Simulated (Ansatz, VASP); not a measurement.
One calculation of CaO, two programs

```
CELL_PARAMETERS angstrom
0.00000 2.60673 2.60673
2.60673 0.00000 2.60673
2.60673 2.60673 0.00000
ATOMIC_POSITIONS crystal
Ca 0.00000 0.00000 0.00000
O 0.25000 0.25000 0.25000
```

Alike in both runs: task single point; functional r2SCAN; dispersion D4; k mesh 6 × 6 × 6; no spin polarisation.

```csv
,VASP,Ansatz
version,VASP 6.6.1,Ansatz 0.2.0
potentials or method,"VASP PAW PBE potentials, release 64 (Ca_sv, O)",plane waves
plane-wave cutoff (eV),520,500
occupations,"gaussian, width 0.01 eV",fixed
valence electrons in the cell,16,16
```

|  | VASP | Ansatz | Ansatz less VASP |
| --- | --- | --- | --- |
| gap on the k mesh at the Fermi level (eV) | 3.73 | 3.76 | +0.026 |
| pressure (GPa) | 0.4 | -0.6 | -0.93 |

VASP's potentials were made for PBE, not for r2SCAN.
